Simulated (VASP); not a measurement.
**TaN: single point with PBE+D3(BJ)**

Slab: TaN, a slab with vacuum.

```
Ta N
1.0
     5.82336    0.00000    0.00000
     0.00000    5.21514    0.00000
     0.00000    0.00000   21.51644
Ta N
8 8
Direct
  0.00000 0.50000 0.39505
  0.50000 0.50000 0.39505
  0.25000 0.00000 0.46502
  0.75000 0.00000 0.46502
  0.25000 0.50000 0.55677
  0.75000 0.50000 0.55677
  0.00000 0.00000 0.58382
  0.50000 0.00000 0.58382
  0.00000 0.00000 0.39505
  0.50000 0.00000 0.39505
  0.00000 0.25278 0.50409
  0.50000 0.25278 0.50409
  0.00000 0.74722 0.50409
  0.50000 0.74722 0.50409
  0.00000 0.50000 0.61712
  0.50000 0.50000 0.61712
```

- Program: VASP 6.6.1
- Task: single point
- Functional: PBE
- Dispersion: D3(BJ)
- Potentials or basis: VASP PAW PBE potentials, release 64 (Ta_pv, N)
- Cutoff: 520 eV
- k mesh: 5 × 6 × 1
- Occupations: gaussian, width 0.1 eV
- Spin: no spin polarisation
- Dipole correction: yes
- Further INCAR settings: LREAL = Auto; ALGO = Normal; EDIFF = 1e-06; NBANDS = 78

The largest force is 2.935 eV/Å. The band gap on the k mesh is zero (band 64 reaches -1.15 eV, above the bottom of band 65 at -1.43 eV). The dispersion energy per atom is -0.270 eV.

Forces in eV/Å, atoms in the order of the input:
```
Ta   0.000  0.000  2.305
Ta   0.000  0.000  2.305
Ta   0.000  0.000 -2.935
Ta   0.000  0.000 -2.935
Ta   0.000  0.000 -0.064
Ta   0.000  0.000 -0.064
Ta   0.000  0.000  0.020
Ta   0.000  0.000  0.020
N    0.000  0.000  0.554
N    0.000  0.000  0.554
N    0.000  0.028  0.000
N    0.000  0.028  0.000
N    0.000 -0.028  0.000
N    0.000 -0.028  0.000
N    0.000  0.000  0.121
N    0.000  0.000  0.121
```

Levels at points of the mesh, in eV from the Fermi level:
| k point | band 60 | band 61 | band 62 | band 63 | band 64 | band 65 | band 66 | band 67 | band 68 | band 69 |
| --- | --- | --- | --- | --- | --- | --- | --- | --- | --- | --- |
| (0.00, 0.00, 0.00) | -1.46 | -1.22 | -0.93 | -0.69 | -0.15 | 0.07 | 0.15 | 0.51 | 0.86 | 1.09 |
| (0.00, 0.50, 0.00) | -1.61 | -1.25 | -0.32 | -0.13 | 0.05 | 0.55 | 0.57 | 0.82 | 0.87 | 1.24 |

It took 32 min on 1 thread of Intel Xeon 6975P-C, on a shared host, peak memory 0.84 GiB.

Caveat: spin-orbit coupling is left out, which moves the levels of the heavy elements.
